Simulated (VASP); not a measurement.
# MgO (P-6m2) in VASP: single point with LDA

Aim: the single point of MgO with LDA.

Program: VASP 6.6.1. These are calculated values, not measurements. Logs are shortened: lines on timing, memory, paths and dates and some standing lists are left out, and cuts for length are marked.

## Step 1: The cell of the first run

Symmetry: P-6m2, No. 187, hexagonal system. Conventional cell: a = 2.938 Å, b = 2.938 Å, c = 2.680 Å, α = 90.00°, β = 90.00°, γ = 120.00°. Mg (site symmetry -6m2) has 6 O at 2.16 Å and 8 Mg at 2.68 to 2.94 Å within 3.0 Å. O (site symmetry -6m2) has 6 Mg at 2.16 Å and 8 O at 2.68 to 2.94 Å within 3.0 Å.

## Step 2: Single point, LDA

Contents of INCAR:

```
SYSTEM = MgO
PREC = Accurate ; ENCUT = 600
EDIFF = 1E-6 ; ISMEAR = 0
SIGMA = 0.01 ; LREAL = .FALSE.
LASPH = .TRUE. ; NELM = 120
ALGO = Normal ; ISIF = 2
LWAVE = .FALSE. ; LCHARG = .FALSE.
GGA = CA ; NBANDS = 11
GGA_COMPAT = .FALSE.
```

Contents of KPOINTS:

```
regular mesh
0
G
  7 7 7
  0 0 0
```

Contents of POSCAR:

```
MgO
1.0
    2.9380209000      0.0000000000      0.0000000000
   -1.4690104500      2.5444007400      0.0000000000
    0.0000000000      0.0000000000      2.6796800000
Mg O
1 1
Direct
    0.0000000000      0.0000000000      0.0000000000
    0.3333333333      0.6666666667      0.5000000000
```

Potentials or basis: VASP PAW LDA potentials, release 64 (Mg, O).

Command:

```bash
cat potpaw_LDA.64/Mg/POTCAR potpaw_LDA.64/O/POTCAR > POTCAR
mpirun -np 1 vasp_std > vasp.out
```

OUTCAR:

```text
SYSTEM = MgO
   PREC = Accurate
   ENCUT = 600
   EDIFF = 1E-6
   ISMEAR = 0
   LREAL = .FALSE.
   LASPH = .TRUE.
   NELM = 120
   ISIF = 2
   GGA = CA

 ion  position               nearest neighbor table
   1  0.000  0.000  0.000-   2 2.16   2 2.16   2 2.16   2 2.16   2 2.16   2 2.16
   2  0.333  0.667  0.500-   1 2.16   1 2.16   1 2.16   1 2.16   1 2.16   1 2.16

  LATTYP: Found a hexagonal cell.
 ALAT       =     2.9380209000
 C/A-ratio  =     0.9120697542

  Lattice vectors:

 A1 = (   2.9380209000,   0.0000000000,   0.0000000000)
 A2 = (  -1.4690104500,   2.5444007400,   0.0000000000)
 A3 = (   0.0000000000,   0.0000000000,   2.6796800000)

Analysis of symmetry for initial positions (statically):
=====================================================================
 Subroutine PRICEL returns:
 Original cell was already a primitive cell.

 Routine SETGRP: Setting up the symmetry group for a
 hexagonal supercell.

 Subroutine GETGRP returns: Found 12 space group operations
 (whereof 12 operations were pure point group operations)
 out of a pool of 24 trial point group operations.

The static configuration has the point symmetry D_3h.

Analysis of symmetry for dynamics (positions and initial velocities):
=====================================================================
 Subroutine PRICEL returns:
 Original cell was already a primitive cell.

 Routine SETGRP: Setting up the symmetry group for a
 hexagonal supercell.

 Subroutine GETGRP returns: Found 12 space group operations
 (whereof 12 operations were pure point group operations)
 out of a pool of 24 trial point group operations.

The dynamic configuration has the point symmetry D_3h.

 Subroutine INISYM returns: Found 12 space group operations
 (whereof 12 operations are pure point group operations),
 and found     1 'primitive' translations

----------------------------------------------------------------------------------------

                                     Primitive cell

  volume of cell :      20.0320

  direct lattice vectors                    reciprocal lattice vectors
     2.938020900  0.000000000  0.000000000     0.340365176  0.196509926  0.000000000
    -1.469010450  2.544400740  0.000000000     0.000000000  0.393019851  0.000000000
     0.000000000  0.000000000  2.679680000     0.000000000  0.000000000  0.373178887

  length of vectors
     2.938020900  2.938020903  2.679680000     0.393019852  0.393019851  0.373178887

  position of ions in fractional coordinates (direct lattice)
     0.000000000  0.000000000  0.000000000
     0.333333333  0.666666667  0.500000000

  ion indices of the primitive-cell ions
   primitive index   ion index
                 1           1
                 2           2

----------------------------------------------------------------------------------------

 KPOINTS: regular mesh

Automatic generation of k-mesh.
 Grid dimensions read from file:
 generate k-points for:    7    7    7

 Generating k-lattice:

  Cartesian coordinates                     Fractional coordinates (reciprocal lattice)
     0.048623597  0.028072847  0.000000000     0.142857143  0.000000000  0.000000000
     0.000000000  0.056145693  0.000000000     0.000000000  0.142857143  0.000000000
     0.000000000  0.000000000  0.053311270     0.000000000  0.000000000  0.142857143

  Length of vectors
     0.056145693  0.056145693  0.053311270

  Shift w.r.t. Gamma in fractional coordinates (k-lattice)
     0.000000000  0.000000000  0.000000000

 Subroutine IBZKPT returns following result:
 ===========================================

 Found     32 irreducible k-points:

 Following reciprocal coordinates:
            Coordinates               Weight
  0.000000  0.000000  0.000000      1.000000
  0.142857  0.000000  0.000000      6.000000
  0.285714  0.000000  0.000000      6.000000
  0.428571  0.000000  0.000000      6.000000
  0.142857  0.142857  0.000000      6.000000
  0.285714  0.142857  0.000000     12.000000
[... 16 lines left out ...]
  0.428571  0.142857  0.285714     12.000000
  0.285714  0.285714  0.285714     12.000000
 [... further k-points ...]
   k-points           NKPTS =     32   k-points in BZ     NKDIM =     32   number of bands    NBANDS=     11
   number of dos      NEDOS =    301   number of ions     NIONS =      2
   total plane-waves  NPLWV =  13824
   dimension x,y,z NGX =    24 NGY =   24 NGZ =   24
   dimension x,y,z NGXF=    48 NGYF=   48 NGZF=   48
   ions per type =               1   1
   NGX,Y,Z   is equivalent  to a cutoff of  13.58, 13.58, 14.89 a.u.
   NGXF,Y,Z  is equivalent  to a cutoff of  27.16, 27.16, 29.78 a.u.
 SYSTEM =  MgO
   PREC   = accura    normal or accurate (medium, high low for compatibility)
   ISTART =      0    job   : 0-new  1-cont  2-samecut
   ICHARG =      2    charge: 1-file 2-atom 10-const
   ISPIN  =      1    spin polarized calculation?
   LNONCOLLINEAR =      F non collinear calculations
   LSORBIT =      F    spin-orbit coupling
   LASPH  =      T    aspherical Exc in radial PAW
   ENCUT  =  600.0 eV  44.10 Ry    6.64 a.u.   5.87  5.87  5.35*2*pi/ulx,y,z
   NELM   =    120;   NELMIN=  2; NELMDL= -5     # of ELM steps
   EDIFF  = 0.1E-05   stopping-criterion for ELM
   LREAL  =      F    real-space projection
[... 7 lines left out ...]
   TEBEG  =    0.0;   TEEND  =   0.0 temperature during run
   PSTRESS=    0.0 pullay stress
   NELECT =       8.0000    total number of electrons
   NUPDOWN=      -1.0000    fix difference up-down
   EMIN   =  10.00;   EMAX   =-10.00  energy-range for DOS
   EFERMI =   0.00;   METHOD = LEGACY
   ISMEAR =     0;   SIGMA  =   0.01  broadening in eV -4-tet -1-fermi 0-gaus
   EFERMI_NEDOS =   21; number of points for ismear=-14 and -15
   IALGO  =     38    algorithm
   IMIX   =      4    mixing-type and parameters
     AMIX     =   0.40;   BMIX     =  1.00
     AMIX_MAG =   1.60;   BMIX_MAG =  1.00
  volume/ion in A,a.u.               =      10.02        67.59
  Fermi-wavevector in a.u.,A,eV,Ry     =   1.205583  2.278221 19.775115  1.453430
  Thomas-Fermi vector in A             =   2.341275
   LORBIT       =      0    0 simple, 1 ext, 2 COOP (PROOUT), +10 PAW based schemes
   GGA     = CA    functional components
   LHFCALC =     F    Hartree Fock is set to
   AEXX    =    0.0000 exact exchange contribution
   IVDW    =     0    specifies the selected vdW correction
   LEPSILON=     F    determine dielectric tensor
   LRPA    =     F    only Hartree local field effects (RPA)
 non-spin polarized calculation
 Gauss-broadening in eV      SIGMA  =   0.01
  energy-cutoff  :      600.00
  volume of cell :       20.03
 maximum number of plane-waves:       686
 NGX is ok and might be reduce to    24
   NGX = 11   NGY = 11   NGZ = 11

 number of electron       7.9999996 magnetization

 Free energy of the ion-electron system (eV)
  ---------------------------------------------------
  ext. energy  EPLUGINS =         0.00000000
  ---------------------------------------------------
  free energy    TOTEN  =       -12.67821188 eV

  energy without entropy =      -12.67821188  energy(sigma->0) =      -12.67821188

 E-fermi :   3.0446     XC(G=0): -11.2314

 val. band max:        2.9715754924   @ k =   0.2857   0.2857   0.0000
 cond. band min:       5.9323846283   @ k =   0.0000   0.0000   0.0000
 fundamental gap:      2.9608091359
 Fermi energy:         3.0446293769

 k-point     1 :       0.0000    0.0000    0.0000
  band No.  band energies     occupation
      1     -14.1753      2.00000
      2       2.3819      2.00000
      3       2.3819      2.00000
      4       2.5786      2.00000
      5       5.9324      0.00000
      6      14.6161      0.00000
      7      18.2820      0.00000
      8      18.2820      0.00000
      9      22.6216      0.00000
     10      23.5490      0.00000
     11      25.1462      0.00000

 k-point     2 :       0.1429    0.0000    0.0000
  band No.  band energies     occupation
      1     -13.9939      2.00000
      2       1.1857      2.00000
      3       2.2338      2.00000
      4       2.6428      2.00000
      5       7.0434      0.00000
      6      14.5295      0.00000
      7      16.8813      0.00000
      8      18.7780      0.00000
      9      23.2177      0.00000
     10      23.8298      0.00000
     11      25.5138      0.00000

 k-point     3 :       0.2857    0.0000    0.0000
  band No.  band energies     occupation
      1     -13.5507      2.00000
      2      -0.6228      2.00000
      3       1.9226      2.00000
      4       2.7923      2.00000
      5       8.6123      0.00000
      6      13.4937      0.00000
      7      16.5557      0.00000
      8      19.7729      0.00000
      9      22.4000      0.00000
     10      23.5244      0.00000
     11      26.9740      0.00000

 k-point     4 :       0.4286    0.0000    0.0000
  band No.  band energies     occupation
      1     -13.1499      2.00000
      2      -1.8012      2.00000
      3       1.6914      2.00000
      4       2.9184      2.00000
      5       9.3674      0.00000
      6      13.2540      0.00000
      7      16.0476      0.00000
      8      20.3967      0.00000
      9      21.6943      0.00000
     10      24.4193      0.00000
     11      27.6678      0.00000
[... 239 lines left out ...]
 k-point    22 :       0.2857    0.1429    0.2857
  band No.  band energies     occupation
      1     -12.7613      2.00000
      2      -0.5328      2.00000
      3       0.3839      2.00000
      4       1.5935      2.00000
      5       9.9418      0.00000
      6      13.7908      0.00000
      7      16.7414      0.00000
      8      18.1265      0.00000
      9      18.8714      0.00000
     10      24.0376      0.00000
     11      26.0966      0.00000

 k-point    23 :       0.4286    0.1429    0.2857
  band No.  band energies     occupation
      1     -12.5885      2.00000
      2      -0.9002      2.00000
      3       0.5368      2.00000
      4       1.3624      2.00000
      5       9.8836      0.00000
      6      13.3951      0.00000
      7      17.3486      0.00000
      8      17.8704      0.00000
      9      18.4285      0.00000
     10      24.7817      0.00000
     11      25.7113      0.00000

 k-point    24 :       0.2857    0.2857    0.2857
  band No.  band energies     occupation
      1     -12.5497      2.00000
      2      -0.4488      2.00000
      3       0.5233      2.00000
      4       0.6109      2.00000
      5      10.1165      0.00000
      6      13.9800      0.00000
      7      16.8578      0.00000
      8      17.4917      0.00000
      9      18.3671      0.00000
     10      24.3199      0.00000
     11      28.2820      0.00000

 [... further k-points ...]
[... 5 lines left out ...]
  --------------------------------------------------------------------------------------
  -------------------------------------------------------------------------------------
  Total       -1.3327317     -1.3327317     -1.5323640      0.0000000     -0.0000000      0.0000000
  in kB     -106.5933194   -106.5933197   -122.5601250      0.0000000     -0.0000000      0.0000000
  external PRESSURE =    -111.9155880 kB  Pullay stress =       0.0000000 kB

 VOLUME and BASIS-vectors are now :
 -----------------------------------------------------------------------------
  energy-cutoff  :      600.00
  volume of cell :       20.03
      direct lattice vectors                 reciprocal lattice vectors
     2.938020900  0.000000000  0.000000000     0.340365176  0.196509926  0.000000000
    -1.469010450  2.544400740  0.000000000     0.000000000  0.393019851  0.000000000
     0.000000000  0.000000000  2.679680000     0.000000000  0.000000000  0.373178887

 POSITION                                       TOTAL-FORCE (eV/Angst)
 -----------------------------------------------------------------------------------
      0.00000      0.00000      0.00000         0.000000      0.000000      0.000000
     -0.00000      1.69627      1.33984        -0.000000     -0.000000      0.000000
 -----------------------------------------------------------------------------------
    total drift:                                0.000000     -0.000000     -0.000000

  FREE ENERGIE OF THE ION-ELECTRON SYSTEM (eV)
  ---------------------------------------------------
  free  energy   TOTEN  =       -12.6782118767 eV

  energy  without entropy=      -12.6782118767  energy(sigma->0) =      -12.67821188
```

It took 4.9 s on 1 thread of Intel Xeon 6975P-C (Granite Rapids), shared host; peak memory 0.13 GiB.

What came out:

```yaml
Free_energy: -12.6782 eV
Pressure: -11.2 GPa
Band_gap_on_the_k_mesh: 2.96 eV (least direct gap 3.35 eV)
```

Caveat: the cell stands under tension. A k mesh can miss the band edges.
